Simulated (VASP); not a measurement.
# ZrS2 (P-3m1) in VASP: a series of runs

ZrS2 is run at these levels: r2SCAN; tasks: relaxation of cell and atoms, relaxation of the atoms.

Program: VASP 6.6.1. These are calculated values, not measurements. Logs are shortened: lines on timing, memory, paths and dates and some standing lists are left out, and cuts for length are marked.

## 1. The cell of the first run

The structure is trigonal, space group P-3m1 (No. 164). Conventional cell: a = 3.465 Å, b = 3.465 Å, c = 5.234 Å, α = 90.00°, β = 90.00°, γ = 120.00°. Within 3.2 Å of Zr (site symmetry -3m) lie 6 S at 2.45 Å. Within 3.2 Å of S (site symmetry 3m) lie 3 Zr at 2.45 Å and 3 S at 3.12 Å.

## 2. Relaxation of cell and atoms, r2SCAN, target pressure 20 GPa, at which the enthalpy is minimised

POSCAR

```
ZrS2
1.0
    3.4648813797      0.0000000000      0.0000000000
   -1.7324406898      3.0006752959      0.0000000000
    0.0000000000      0.0000000000      5.2343377010
Zr S
1 2
Direct
    0.0000000000      0.0000000000      0.0000000000
    0.6666666667      0.3333333333      0.7286820108
    0.3333333333      0.6666666667      0.2713179892
```

INCAR.step1

```
  PREC = Accurate
  ENCUT = 550
  ISMEAR = 0
  SIGMA = 0.02
  LREAL = False
  LASPH = True
  NELM = 120
  GGA = PE
  ALGO = Normal
  EDIFF = 1E-5
  LWAVE = True
  LCHARG = False
  GGA_COMPAT = False
  IBRION = 2
  ISIF = 3
  EDIFFG = -0.005
  NELMIN = 4
  NSW = 100
```

INCAR.step2

```
  PREC = Accurate
  ENCUT = 550
  EDIFF = 1E-7
  ISMEAR = 0
  SIGMA = 0.02
  LREAL = False
  LASPH = True
  NELM = 120
  ALGO = Normal
  ISIF = 3
  LWAVE = False
  LCHARG = False
  METAGGA = R2SCAN
  LMIXTAU = True
  IBRION = 2
  NSW = 70
  EDIFFG = -0.008
  PSTRESS = 200.0
  ISTART = 1
  GGA_COMPAT = False
  NELMIN = 4
```

KPOINTS

```
regular mesh
0
Gamma
  12 12 8
```

Potentials or basis: VASP PAW PBE potentials, release 64 (Zr_sv, S).

Command:

```console
$ cat potpaw_PBE.64/Zr_sv/POTCAR potpaw_PBE.64/S/POTCAR > POTCAR
$ cp INCAR.step1 INCAR
$ mpirun -np 1 vasp_std > vasp.out
$ cp INCAR.step2 INCAR
$ mpirun -np 1 vasp_std > vasp.out
```

OUTCAR:

```text
PREC = Accurate
   ENCUT = 550
   EDIFF = 1E-7
   ISMEAR = 0
   LREAL = False
   LASPH = True
   NELM = 120
   ISIF = 3
   METAGGA = R2SCAN
   IBRION = 2
   NSW = 70
   EDIFFG = -0.008
   PSTRESS = 200.0
   ISTART = 1
   NELMIN = 4

 ion  position               nearest neighbor table
   1  0.000  0.000  0.000-   2 2.45   3 2.45   3 2.45   2 2.45   2 2.45   3 2.45
   2  0.667  0.333  0.729-   1 2.45   1 2.45   1 2.45
   3  0.333  0.667  0.271-   1 2.45   1 2.45   1 2.45

  LATTYP: Found a hexagonal cell.
 ALAT       =     3.4648813797
 C/A-ratio  =     1.5106830876

  Lattice vectors:

 A1 = (   3.4648813797,   0.0000000000,   0.0000000000)
 A2 = (  -1.7324406898,   3.0006752959,   0.0000000000)
 A3 = (   0.0000000000,   0.0000000000,   5.2343377010)

Analysis of symmetry for initial positions (statically):
=====================================================================
 Subroutine PRICEL returns:
 Original cell was already a primitive cell.

 Routine SETGRP: Setting up the symmetry group for a
 hexagonal supercell.

 Subroutine GETGRP returns: Found 12 space group operations
 (whereof 12 operations were pure point group operations)
 out of a pool of 24 trial point group operations.

The static configuration has the point symmetry D_3d.

Analysis of symmetry for dynamics (positions and initial velocities):
=====================================================================
 Subroutine PRICEL returns:
 Original cell was already a primitive cell.

 Routine SETGRP: Setting up the symmetry group for a
 hexagonal supercell.

 Subroutine GETGRP returns: Found 12 space group operations
 (whereof 12 operations were pure point group operations)
 out of a pool of 24 trial point group operations.

The dynamic configuration has the point symmetry D_3d.

 Subroutine INISYM returns: Found 12 space group operations
 (whereof 12 operations are pure point group operations),
 and found     1 'primitive' translations

----------------------------------------------------------------------------------------

                                     Primitive cell

  volume of cell :      54.4213

  direct lattice vectors                    reciprocal lattice vectors
     3.464881380  0.000000000  0.000000000     0.288610169  0.166629159  0.000000000
    -1.732440690  3.000675296  0.000000000     0.000000000  0.333258317  0.000000000
     0.000000000  0.000000000  5.234337701     0.000000000  0.000000000  0.191046137

  length of vectors
     3.464881380  3.464881380  5.234337701     0.333258317  0.333258317  0.191046137

  position of ions in fractional coordinates (direct lattice)
     0.000000000  0.000000000  0.000000000
     0.666666667  0.333333333  0.728682011
     0.333333333  0.666666667  0.271317989

  ion indices of the primitive-cell ions
   primitive index   ion index
                 1           1
                 2           2
                 3           3

----------------------------------------------------------------------------------------

 KPOINTS: regular mesh

Automatic generation of k-mesh.
 Grid dimensions read from file:
 generate k-points for:   12   12    8

 Generating k-lattice:

  Cartesian coordinates                     Fractional coordinates (reciprocal lattice)
     0.024050847  0.013885763  0.000000000     0.083333333  0.000000000  0.000000000
     0.000000000  0.027771526  0.000000000     0.000000000  0.083333333  0.000000000
     0.000000000  0.000000000  0.023880767     0.000000000  0.000000000  0.125000000

  Length of vectors
     0.027771526  0.027771526  0.023880767

  Shift w.r.t. Gamma in fractional coordinates (k-lattice)
     0.000000000  0.000000000  0.000000000

 Subroutine IBZKPT returns following result:
 ===========================================

 Found    131 irreducible k-points:

 Following reciprocal coordinates:
            Coordinates               Weight
  0.000000  0.000000  0.000000      1.000000
  0.083333  0.000000  0.000000      6.000000
  0.166667  0.000000  0.000000      6.000000
  0.250000  0.000000  0.000000      6.000000
  0.333333  0.000000  0.000000      6.000000
  0.416667  0.000000  0.000000      6.000000
[... 16 lines left out ...]
  0.166667  0.000000  0.125000      6.000000
  0.000000  0.166667  0.125000      6.000000
 [... further k-points ...]
   k-points           NKPTS =    131   k-points in BZ     NKDIM =    131   number of bands    NBANDS=     16
   number of dos      NEDOS =    301   number of ions     NIONS =      3
   total plane-waves  NPLWV =  31360
   dimension x,y,z NGX =    28 NGY =   28 NGZ =   40
   dimension x,y,z NGXF=    56 NGYF=   56 NGZF=   80
   ions per type =               1   2
   NGX,Y,Z   is equivalent  to a cutoff of  13.43, 13.43, 12.70 a.u.
   NGXF,Y,Z  is equivalent  to a cutoff of  26.87, 26.87, 25.41 a.u.
 SYSTEM =  unknown system
   PREC   = accura    normal or accurate (medium, high low for compatibility)
   ISTART =      1    job   : 0-new  1-cont  2-samecut
   ICHARG =      0    charge: 1-file 2-atom 10-const
   ISPIN  =      1    spin polarized calculation?
   LNONCOLLINEAR =      F non collinear calculations
   LSORBIT =      F    spin-orbit coupling
   LASPH  =      T    aspherical Exc in radial PAW
   ENCUT  =  550.0 eV  40.42 Ry    6.36 a.u.   6.63  6.63 10.01*2*pi/ulx,y,z
   NELM   =    120;   NELMIN=  4; NELMDL=  0     # of ELM steps
   EDIFF  = 0.1E-06   stopping-criterion for ELM
   LREAL  =      F    real-space projection
   EDIFFG = -.8E-02   stopping-criterion for IOM
   NSW    =     70    number of steps for IOM
   IBRION =      2    ionic relax: 0-MD 1-quasi-New 2-CG
   NFREE  =      1    steps in history (QN), initial steepest desc. (CG)
   ISIF   =      3    stress and relaxation
   ISYM   =      2    0-nonsym 1-usesym 2-fastsym
   POTIM  = 0.5000    time-step for ionic-motion
   TEBEG  =    0.0;   TEEND  =   0.0 temperature during run
   PSTRESS=  200.0 pullay stress
   NELECT =      24.0000    total number of electrons
   NUPDOWN=      -1.0000    fix difference up-down
   EMIN   =  10.00;   EMAX   =-10.00  energy-range for DOS
   EFERMI =   0.00;   METHOD = LEGACY
   ISMEAR =     0;   SIGMA  =   0.02  broadening in eV -4-tet -1-fermi 0-gaus
   EFERMI_NEDOS =   21; number of points for ismear=-14 and -15
   IALGO  =     38    algorithm
   IMIX   =      4    mixing-type and parameters
     AMIX     =   0.40;   BMIX     =  1.00
     AMIX_MAG =   1.60;   BMIX_MAG =  1.00
  volume/ion in A,a.u.               =      18.14       122.42
  Fermi-wavevector in a.u.,A,eV,Ry     =   1.246108  2.354802 21.126911  1.552784
  Thomas-Fermi vector in A             =   2.380300
   LORBIT       =      0    0 simple, 1 ext, 2 COOP (PROOUT), +10 PAW based schemes
   METAGGA = R2SCAN    functional components
   LHFCALC =     F    Hartree Fock is set to
   AEXX    =    0.0000 exact exchange contribution
   IVDW    =     0    specifies the selected vdW correction
   LEPSILON=     F    determine dielectric tensor
   LRPA    =     F    only Hartree local field effects (RPA)
 conjugate gradient relaxation of ions
 non-spin polarized calculation
 Gauss-broadening in eV      SIGMA  =   0.02
  energy-cutoff  :      550.00
  volume of cell :       54.42
 maximum number of plane-waves:      1628
 NGX is ok and might be reduce to    28
   NGX = 13   NGY = 13   NGZ = 21

--------------------------------------- Ionic step        1  -------------------------------------------

 number of electron      24.0000000 magnetization

 Free energy of the ion-electron system (eV)
  ---------------------------------------------------
  ext. energy  EPLUGINS =         0.00000000
  ---------------------------------------------------
  free energy    TOTEN  =       -43.41556212 eV

  energy without entropy =      -43.41556212  energy(sigma->0) =      -43.41556212

------------------------ aborting loop because EDIFF is reached ----------------------------------------

  FORCE on cell =-STRESS in cart. coord.  units (eV):
  Direction    XX          YY          ZZ          XY          YZ          ZX
  --------------------------------------------------------------------------------------
  -------------------------------------------------------------------------------------
  Total        7.9099740      7.9099740      7.8025725      0.0000000      0.0000000      0.0000000
  in kB      232.8715991    232.8715991    229.7096735      0.0000000      0.0000000      0.0000000
  external PRESSURE =      31.8176239 kB  Pullay stress =     200.0000000 kB
[... 297 lines left out ...]
  enthalpy is  TOTEN    =       -36.6894437993 eV   P V=        6.7079720968

--------------------------------------- Ionic step        9  -------------------------------------------

 number of electron      24.0000001 magnetization

 Free energy of the ion-electron system (eV)
  ---------------------------------------------------
  ext. energy  EPLUGINS =         0.00000000
  ---------------------------------------------------
  free energy    TOTEN  =       -43.40215136 eV

  energy without entropy =      -43.40212457  energy(sigma->0) =      -43.40213796

 E-fermi :   8.1028     XC(G=0): -11.4882

 val. band max:        7.9812920561   @ k =   0.0833   0.0000   0.0000
 cond. band min:       8.1088669559   @ k =   0.5000   0.0000   0.5000
 fundamental gap:      0.1275748998
 Fermi energy:         8.1027755523

 k-point     1 :       0.0000    0.0000    0.0000
  band No.  band energies     occupation
      1     -42.8165      2.00000
      2     -20.3210      2.00000
      3     -20.0322      2.00000
      4     -20.0322      2.00000
      5      -7.0849      2.00000
      6      -4.3060      2.00000
[... 8 lines left out ...]
     15       9.8294      0.00000
     16      12.1943      0.00000
[... 420 lines left out ...]
  band No.  band energies     occupation
      1     -42.8051      2.00000
      2     -20.2903      2.00000
      3     -20.1647      2.00000
      4     -20.0596      2.00000
      5      -6.6507      2.00000
      6      -4.5525      2.00000
[... 8 lines left out ...]
     15      10.5562      0.00000
     16      12.1498      0.00000

 [... further k-points ...]

------------------------ aborting loop because EDIFF is reached ----------------------------------------

  FORCE on cell =-STRESS in cart. coord.  units (eV):
  Direction    XX          YY          ZZ          XY          YZ          ZX
  --------------------------------------------------------------------------------------
  -------------------------------------------------------------------------------------
  Total        6.6889696      6.6889696      6.7037613      0.0000000      0.0000000      0.0000000
  in kB      199.2932294    199.2932294    199.7339388      0.0000000      0.0000000      0.0000000
  external PRESSURE =      -0.5598675 kB  Pullay stress =     200.0000000 kB
[... 18 lines left out ...]
  FREE ENERGIE OF THE ION-ELECTRON SYSTEM (eV)
  ---------------------------------------------------
  free  energy   TOTEN  =       -43.4021513551 eV

  energy  without entropy=      -43.4021245735  energy(sigma->0) =      -43.40213796

  enthalpy is  TOTEN    =       -36.6894601358 eV   P V=        6.7126912193

 reached required accuracy - stopping structural energy minimisation
```

Wall time 62 min (1 thread of Intel Xeon Platinum 8488C (Sapphire Rapids), shared host); peak memory 0.29 GiB.

Results:

```
Free energy                                                : -43.4022 eV
Relaxed volume                                             : 17.92 Å³/atom
Relaxed cell                                               : a = 3.458 Å, b = 3.458 Å, c = 5.191 Å, α = 90.00°, β = 90.00°, γ = 120.00°
Space group after relaxing (to 0.1 Å)                      : P-3m1 (No. 164)
Energy change on relaxing (the run minimises the enthalpy) : +4.5 meV/atom
Ionic steps                                                : 9
Pressure after relaxing                                    : 19.9 GPa
Band gap on the k mesh                                     : zero (bands 12 and 13 overlap by 0.09 eV)
```

Forces on the atoms (eV/Å):
```
Zr   0.000  0.000  0.000
S    0.000  0.000 -0.002
S    0.000  0.000  0.002
```

The path:
| step | energy change (eV) | largest force (eV/Å) | pressure (GPa) | volume (Å³) |
| --- | --- | --- | --- | --- |
| 1 | 0.0000 | 1.0882 | 23.18 | 54.42 |
| 2 | -0.3249 | 0.5223 | 10.49 | 57.31 |
| 3 | -0.1794 | 0.3883 | 17.58 | 55.58 |
| 4 | -0.0580 | 0.1344 | 19.08 | 54.38 |
| 5 | 0.0190 | 0.0160 | 19.97 | 53.73 |
| 6 | 0.0144 | 0.0071 | 19.92 | 53.77 |
| 7 | 0.0202 | 0.0231 | 20.16 | 53.72 |
| 8 | 0.0181 | 0.0126 | 20.07 | 53.74 |
| 9 | 0.0134 | 0.0024 | 19.94 | 53.77 |

Final structure:
```
Zr S
1.0
     3.45843    0.00000    0.00000
    -1.72922    2.99509    0.00000
     0.00000    0.00000    5.19144
Zr S
1 2
Cartesian
  -1.7292 2.9951 0.0000
  1.7292 0.9984 3.7162
  0.0000 1.9967 1.4753
```

Levels at points of the mesh, in eV from the Fermi level:
```tsv
k point	band 9	band 10	band 11	band 12	band 13	band 14	band 15	band 16
(0.00, 0.00, 0.00)	-3.87	-0.64	-0.64	0.09	1.28	1.28	1.73	4.09
(0.50, 0.00, 0.00)	-3.80	-3.41	-2.92	-2.55	0.20	3.62	4.20	6.14
(0.00, 0.00, 0.50)	-3.66	-3.57	-1.29	-1.29	1.11	1.11	2.38	5.55
(0.50, 0.00, 0.50)	-4.10	-3.45	-1.36	-1.03	0.01	3.56	4.16	4.68
```

Caveat: the cell is relaxed towards a set pressure, so the run minimises the enthalpy, not the energy; the PAW data sets were made with another functional, which shifts forces and pressure a little.

## 3. Relaxation of the atoms, r2SCAN (strain along c alone, the other axes held: -1.0 %)

POSCAR

```
ZrS2
1.0
    3.6910035152      0.0000000000      0.0000000000
   -1.8455017576      3.1965028097      0.0000000000
    0.0000000000      0.0000000000      6.0353524322
Zr S
1 2
Direct
    0.0000000000      0.0000000000      0.0000000000
    0.6666666667      0.3333333333      0.7643318249
    0.3333333333      0.6666666667      0.2356681751
```

INCAR.step1

```
SYSTEM = ZrS2
PREC = Accurate
ENCUT = 500
ISMEAR = 0
SIGMA = 0.02
LREAL = .FALSE.
LASPH = .TRUE.
NELM = 120
GGA = PE
ALGO = Normal
EDIFF = 1E-5
LWAVE = .TRUE.
LCHARG = .FALSE.
GGA_COMPAT = .FALSE.
IBRION = 2
EDIFFG = -0.01
NELMIN = 4
NSW = 100
KPAR = 4
```

INCAR.step2

```
SYSTEM = ZrS2
PREC = Accurate
ENCUT = 500
EDIFF = 1E-7
ISMEAR = 0
SIGMA = 0.02
LREAL = .FALSE.
LASPH = .TRUE.
NELM = 120
ALGO = Normal
ISIF = 2
LWAVE = .FALSE.
LCHARG = .FALSE.
METAGGA = R2SCAN
LMIXTAU = .TRUE.
IBRION = 2
NSW = 60
EDIFFG = -0.008
ISTART = 1
GGA_COMPAT = .FALSE.
NELMIN = 4
KPAR = 4
```

KPOINTS

```
Automatic mesh
0
G
  12 12 6
  0 0 0
```

Potentials or basis: VASP PAW PBE potentials, release 64 (Zr_sv, S).

Command:

```console
$ cat potpaw_PBE.64/Zr_sv/POTCAR potpaw_PBE.64/S/POTCAR > POTCAR
$ cp INCAR.step1 INCAR
$ mpirun -np 4 vasp_std > vasp.out
$ cp INCAR.step2 INCAR
$ mpirun -np 4 vasp_std > vasp.out
```

It took 7.3 min on 4 MPI ranks of Intel Xeon Platinum 8259CL at 2.50GHz (Skylake/Cascade Lake), shared host; peak memory 0.27 GiB.

Results (log left out):

| Item | Value |
| --- | --- |
| Free energy | -44.1626 eV |
| Energy gained by relaxing | 0.7 meV/atom |
| Ionic steps | 3 |
| Pressure after relaxing | 0.1 GPa |
| Largest force after relaxing | 0.006 eV/Å |
| Band gap on the k mesh | 1.35 eV (least direct gap 1.96 eV) |

Forces in eV/Å, atoms in the order of the input:
```
Zr   0.000  0.000  0.000
S    0.000  0.000 -0.006
S    0.000  0.000  0.006
```

Stress tensor (GPa, compression positive):
```
0.00 0.00 0.00
0.00 0.00 0.00
0.00 0.00 0.21
```

The path:
| step | energy change (eV) | largest force (eV/Å) | pressure (GPa) |
| --- | --- | --- | --- |
| 1 | 0.0000 | 0.1624 | 0.78 |
| 2 | -0.0018 | 0.0687 | 0.35 |
| 3 | -0.0022 | 0.0063 | 0.07 |

Final structure:
```
CELL_PARAMETERS angstrom
3.69100 0.00000 0.00000
-1.84550 3.19650 0.00000
0.00000 0.00000 6.03535
ATOMIC_POSITIONS crystal
Zr 0.00000 0.00000 0.00000
S 0.66667 0.33333 0.76216
S 0.33333 0.66667 0.23784
```

Levels at points of the mesh, in eV from the valence-band top:
| k point | band 9 | band 10 | band 11 | band 12 | band 13 | band 14 | band 15 | band 16 |
| --- | --- | --- | --- | --- | --- | --- | --- | --- |
| (0.00, 0.00, 0.00) | -2.89 | -0.11 | -0.11 | -0.04 | 1.91 | 1.91 | 2.82 | 5.36 |
| (0.50, 0.00, 0.00) | -2.55 | -2.38 | -1.70 | -1.22 | 1.51 | 3.63 | 3.91 | 6.05 |
| (0.00, 0.00, 0.50) | -2.86 | -1.60 | -0.21 | -0.21 | 1.89 | 1.89 | 3.17 | 5.66 |
| (0.50, 0.00, 0.50) | -2.66 | -2.25 | -1.03 | -0.82 | 1.35 | 3.61 | 3.91 | 5.66 |

Caveat: the cell differs from its parent crystal (strain along c alone, the other axes held: -1.0 %); the PAW data sets were made with another functional, which shifts forces and pressure a little.

The gap in the log of VASP goes by the Fermi energy; the results here count the filled bands.